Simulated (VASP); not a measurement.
# KMgF3 (P6/mmm) in VASP: single point with PBE

Aim: the single point of KMgF3 with PBE.

Program: VASP 6.6.1. These are calculated values, not measurements. Logs are shortened: lines on timing, memory, paths and dates and some standing lists are left out, and cuts for length are marked.

## 1. The cell of the first run

The structure is hexagonal, space group P6/mmm (No. 191). Conventional cell: a = 5.071 Å, b = 5.071 Å, c = 5.571 Å, α = 90.00°, β = 90.00°, γ = 120.00°. K (site symmetry 6/mmm) has 6 F at 2.54 Å and 2 Mg at 2.79 Å within 3.3 Å. Within 3.8 Å of Mg (site symmetry 6/mmm) lie 2 K at 2.79 Å and 12 F at 3.77 Å. F (site symmetry mmm) has 2 K at 2.54 Å and 4 F at 2.54 Å within 3.3 Å.

The cell was built from a structure type or drawn by symmetry, and may not be a known phase.

## 2. Single point, PBE

Input file INCAR:

```
  PREC = Accurate
  ENCUT = 600
  EDIFF = 1E-6
  ISMEAR = 0
  SIGMA = 0.15
  LREAL = F
  LASPH = T
  NELM = 120
  ALGO = Normal
  ISIF = 2
  LWAVE = F
  LCHARG = F
  GGA = PE
  NBANDS = 24
  GGA_COMPAT = F
```

Input file KPOINTS:

```
regular mesh
0
Gamma
  3 3 2
```

Input file POSCAR:

```
KMgF3
1.0
    5.0711908610     -0.0000000035      0.0000000000
   -2.5355954275      4.3917801149      0.0000000000
    0.0000000000      0.0000000000      5.5708947163
K Mg F
1 1 3
Direct
    0.0000000000      0.0000000000      0.0000000000
    0.0000000000      0.0000000000      0.5000000000
    0.5000000000      0.0000000000      0.0000000000
    0.0000000000      0.5000000000      0.0000000000
    0.5000000000      0.5000000000      0.0000000000
```

Potentials or basis: VASP PAW PBE potentials, release 64 (K_sv, Mg, F).

Run with:

```
cat potpaw_PBE.64/K_sv/POTCAR potpaw_PBE.64/Mg/POTCAR potpaw_PBE.64/F/POTCAR > POTCAR
mpirun -np 1 vasp_std > vasp.out
```

OUTCAR:

```text
PREC = Accurate
   ENCUT = 600
   EDIFF = 1E-6
   ISMEAR = 0
   LREAL = F
   LASPH = T
   NELM = 120
   ISIF = 2
   GGA = PE

 ion  position               nearest neighbor table
   1  0.000  0.000  0.000-   3 2.54   3 2.54   5 2.54   5 2.54   4 2.54   4 2.54   2 2.79   2 2.79

   2  0.000  0.000  0.500-   1 2.79   1 2.79
   3  0.500  0.000  0.000-   1 2.54   1 2.54
   4  0.000  0.500  0.000-   1 2.54   1 2.54
   5  0.500  0.500  0.000-   1 2.54   1 2.54

  LATTYP: Found a hexagonal cell.
 ALAT       =     5.0711908610
 C/A-ratio  =     1.0985377733

  Lattice vectors:

 A1 = (   5.0711908610,  -0.0000000035,   0.0000000000)
 A2 = (  -2.5355954275,   4.3917801149,   0.0000000000)
 A3 = (   0.0000000000,   0.0000000000,   5.5708947163)

Analysis of symmetry for initial positions (statically):
=====================================================================
 Subroutine PRICEL returns:
 Original cell was already a primitive cell.

 Routine SETGRP: Setting up the symmetry group for a
 hexagonal supercell.

 Subroutine GETGRP returns: Found 24 space group operations
 (whereof 24 operations were pure point group operations)
 out of a pool of 24 trial point group operations.

The static configuration has the point symmetry D_6h.

Analysis of symmetry for dynamics (positions and initial velocities):
=====================================================================
 Subroutine PRICEL returns:
 Original cell was already a primitive cell.

 Routine SETGRP: Setting up the symmetry group for a
 hexagonal supercell.

 Subroutine GETGRP returns: Found 24 space group operations
 (whereof 24 operations were pure point group operations)
 out of a pool of 24 trial point group operations.

The dynamic configuration has the point symmetry D_6h.

 Subroutine INISYM returns: Found 24 space group operations
 (whereof 24 operations are pure point group operations),
 and found     1 'primitive' translations

----------------------------------------------------------------------------------------

                                     Primitive cell

  volume of cell :     124.0725

  direct lattice vectors                    reciprocal lattice vectors
     5.071190861 -0.000000003  0.000000000     0.197192342  0.113849051  0.000000000
    -2.535595428  4.391780115  0.000000000     0.000000000  0.227698103  0.000000000
     0.000000000  0.000000000  5.570894716     0.000000000  0.000000000  0.179504380

  length of vectors
     5.071190861  5.071190861  5.570894716     0.227698103  0.227698103  0.179504380

  position of ions in fractional coordinates (direct lattice)
     0.000000000  0.000000000  0.000000000
     0.000000000  0.000000000  0.500000000
     0.500000000  1.000000000  0.000000000
     0.000000000  0.500000000  0.000000000
     0.500000000  0.500000000  0.000000000

  ion indices of the primitive-cell ions
   primitive index   ion index
                 1           1
                 2           2
                 3           3
                 4           4
                 5           5

----------------------------------------------------------------------------------------

 KPOINTS: regular mesh

Automatic generation of k-mesh.
 Grid dimensions read from file:
 generate k-points for:    3    3    2

 Generating k-lattice:

  Cartesian coordinates                     Fractional coordinates (reciprocal lattice)
     0.065730781  0.037949684  0.000000000     0.333333333  0.000000000  0.000000000
     0.000000000  0.075899368  0.000000000    -0.000000000  0.333333333  0.000000000
     0.000000000  0.000000000  0.089752190     0.000000000  0.000000000  0.500000000

  Length of vectors
     0.075899368  0.075899368  0.089752190

  Shift w.r.t. Gamma in fractional coordinates (k-lattice)
     0.000000000  0.000000000  0.000000000

 Subroutine IBZKPT returns following result:
 ===========================================

 Found      6 irreducible k-points:

 Following reciprocal coordinates:
            Coordinates               Weight
  0.000000  0.000000  0.000000      1.000000
  0.333333  0.000000  0.000000      6.000000
  0.333333  0.333333  0.000000      2.000000
  0.000000  0.000000  0.500000      1.000000
  0.333333  0.000000  0.500000      6.000000
  0.333333  0.333333  0.500000      2.000000
   k-points           NKPTS =      6   k-points in BZ     NKDIM =      6   number of bands    NBANDS=     24
   number of dos      NEDOS =    301   number of ions     NIONS =      5
   total plane-waves  NPLWV =  84672
   dimension x,y,z NGX =    42 NGY =   42 NGZ =   48
   dimension x,y,z NGXF=    84 NGYF=   84 NGZF=   96
   ions per type =               1   1   3
   NGX,Y,Z   is equivalent  to a cutoff of  13.77, 13.77, 14.32 a.u.
   NGXF,Y,Z  is equivalent  to a cutoff of  27.54, 27.54, 28.65 a.u.
 SYSTEM =  unknown system
   PREC   = accura    normal or accurate (medium, high low for compatibility)
   ISTART =      0    job   : 0-new  1-cont  2-samecut
   ICHARG =      2    charge: 1-file 2-atom 10-const
   ISPIN  =      1    spin polarized calculation?
   LNONCOLLINEAR =      F non collinear calculations
   LSORBIT =      F    spin-orbit coupling
   LASPH  =      T    aspherical Exc in radial PAW
   ENCUT  =  600.0 eV  44.10 Ry    6.64 a.u.  10.13 10.13 11.13*2*pi/ulx,y,z
   NELM   =    120;   NELMIN=  2; NELMDL= -5     # of ELM steps
   EDIFF  = 0.1E-05   stopping-criterion for ELM
   LREAL  =      F    real-space projection
   EDIFFG = 0.1E-04   stopping-criterion for IOM
   NSW    =      0    number of steps for IOM
   IBRION =     -1    ionic relax: 0-MD 1-quasi-New 2-CG
   NFREE  =      0    steps in history (QN), initial steepest desc. (CG)
   ISIF   =      2    stress and relaxation
   ISYM   =      2    0-nonsym 1-usesym 2-fastsym
   POTIM  = 0.5000    time-step for ionic-motion
   TEBEG  =    0.0;   TEEND  =   0.0 temperature during run
   PSTRESS=    0.0 pullay stress
   NELECT =      32.0000    total number of electrons
   NUPDOWN=      -1.0000    fix difference up-down
   EMIN   =  10.00;   EMAX   =-10.00  energy-range for DOS
   EFERMI =   0.00;   METHOD = LEGACY
   ISMEAR =     0;   SIGMA  =   0.15  broadening in eV -4-tet -1-fermi 0-gaus
   EFERMI_NEDOS =   21; number of points for ismear=-14 and -15
   IALGO  =     38    algorithm
   IMIX   =      4    mixing-type and parameters
     AMIX     =   0.40;   BMIX     =  1.00
     AMIX_MAG =   1.60;   BMIX_MAG =  1.00
  volume/ion in A,a.u.               =      24.81       167.46
  Fermi-wavevector in a.u.,A,eV,Ry     =   1.042077  1.969239 14.774889  1.085924
  Thomas-Fermi vector in A             =   2.176726
   LORBIT       =      0    0 simple, 1 ext, 2 COOP (PROOUT), +10 PAW based schemes
   GGA     = PE    functional components
   LHFCALC =     F    Hartree Fock is set to
   AEXX    =    0.0000 exact exchange contribution
   IVDW    =     0    specifies the selected vdW correction
   LEPSILON=     F    determine dielectric tensor
   LRPA    =     F    only Hartree local field effects (RPA)
 non-spin polarized calculation
 Gauss-broadening in eV      SIGMA  =   0.15
  energy-cutoff  :      600.00
  volume of cell :      124.07
 maximum number of plane-waves:      4182
 NGX is ok and might be reduce to    42
   NGX = 21   NGY = 21   NGZ = 23

 number of electron      31.9999995 magnetization

 Free energy of the ion-electron system (eV)
  ---------------------------------------------------
  ext. energy  EPLUGINS =         0.00000000
  ---------------------------------------------------
  free energy    TOTEN  =       -11.74879777 eV

  energy without entropy =      -11.67346244  energy(sigma->0) =      -11.71113010

 E-fermi :  -2.1283     XC(G=0):  -6.8800

 val. band max:       -2.1286013490   @ k =   0.3333   0.0000   0.5000
 cond. band min:      -2.0860798810   @ k =   0.0000   0.0000   0.5000
 fundamental gap:      0.0425214680
 Fermi energy:        -2.1283248378

 k-point     1 :       0.0000    0.0000    0.0000
  band No.  band energies     occupation
      1     -29.9038      2.00000
      2     -22.4171      2.00000
      3     -21.7943      2.00000
      4     -21.7943      2.00000
      5     -14.0915      2.00000
      6     -13.3078      2.00000
[... 16 lines left out ...]
     23       5.5469      0.00000
     24       6.1738      0.00000

 k-point     2 :       0.3333    0.0000    0.0000
  band No.  band energies     occupation
      1     -29.8954      2.00000
      2     -22.3417      2.00000
      3     -21.9474      2.00000
      4     -21.8075      2.00000
      5     -14.0851      2.00000
      6     -13.2207      2.00000
[... 16 lines left out ...]
     23       5.6089      0.00000
     24       7.1430      0.00000

 k-point     3 :       0.3333    0.3333    0.0000
  band No.  band energies     occupation
      1     -29.8912      2.00000
      2     -22.1798      2.00000
      3     -22.1798      2.00000
      4     -21.7816      2.00000
      5     -14.0819      2.00000
      6     -13.0685      2.00000
[... 16 lines left out ...]
     23       7.0267      0.00000
     24       7.2664      0.00000

 k-point     4 :       0.0000    0.0000    0.5000
  band No.  band energies     occupation
      1     -29.9028      2.00000
      2     -22.4168      2.00000
      3     -21.7943      2.00000
      4     -21.7943      2.00000
      5     -14.1257      2.00000
      6     -13.3070      2.00000
[... 16 lines left out ...]
     23       6.7444      0.00000
     24       7.0894      0.00000

 k-point     5 :       0.3333    0.0000    0.5000
  band No.  band energies     occupation
      1     -29.8943      2.00000
      2     -22.3414      2.00000
      3     -21.9473      2.00000
      4     -21.8074      2.00000
      5     -14.1183      2.00000
      6     -13.2199      2.00000
[... 16 lines left out ...]
     23       7.7128      0.00000
     24       8.0412      0.00000

 k-point     6 :       0.3333    0.3333    0.5000
  band No.  band energies     occupation
      1     -29.8901      2.00000
      2     -22.1796      2.00000
      3     -22.1796      2.00000
      4     -21.7815      2.00000
      5     -14.1146      2.00000
      6     -13.0678      2.00000
[... 16 lines left out ...]
     23       6.8669      0.00000
     24       6.8669      0.00000

------------------------ aborting loop because EDIFF is reached ----------------------------------------

  FORCE on cell =-STRESS in cart. coord.  units (eV):
  Direction    XX          YY          ZZ          XY          YZ          ZX
  --------------------------------------------------------------------------------------
  -------------------------------------------------------------------------------------
  Total        0.1806398      0.1806398      0.1979278     -0.0000000     -0.0000000     -0.0000000
  in kB        2.3326437      2.3326437      2.5558887     -0.0000000     -0.0000000     -0.0000000
  external PRESSURE =       2.4070587 kB  Pullay stress =       0.0000000 kB

 VOLUME and BASIS-vectors are now :
 -----------------------------------------------------------------------------
  energy-cutoff  :      600.00
  volume of cell :      124.07
      direct lattice vectors                 reciprocal lattice vectors
     5.071190861 -0.000000003  0.000000000     0.197192342  0.113849051  0.000000000
    -2.535595428  4.391780115  0.000000000     0.000000000  0.227698103  0.000000000
     0.000000000  0.000000000  5.570894716     0.000000000  0.000000000  0.179504380

 POSITION                                       TOTAL-FORCE (eV/Angst)
 -----------------------------------------------------------------------------------
      0.00000      0.00000      0.00000         0.000000      0.000000      0.000000
      0.00000      0.00000      2.78545         0.000000      0.000000      0.000000
      2.53560     -0.00000      0.00000        -0.000000      0.000000      0.000000
     -1.26780      2.19589      0.00000        -0.000000      0.000000      0.000000
      1.26780      2.19589      0.00000         0.000000      0.000000      0.000000
 -----------------------------------------------------------------------------------
    total drift:                                0.000000      0.000000     -0.000000

  FREE ENERGIE OF THE ION-ELECTRON SYSTEM (eV)
  ---------------------------------------------------
  free  energy   TOTEN  =       -11.7487977659 eV

  energy  without entropy=      -11.6734624398  energy(sigma->0) =      -11.71113010
```

Wall time 39 s (1 thread of Intel Xeon Platinum 8488C (Sapphire Rapids), shared host); peak memory 0.27 GiB.

Results:

```yaml
Free_energy: -11.7488 eV
Pressure: 0.2 GPa
Band_gap_on_the_k_mesh: zero (bands 16 and 17 overlap by 0.33 eV)
```

Caveat: the k points lie up to 0.56 Å⁻¹ apart.
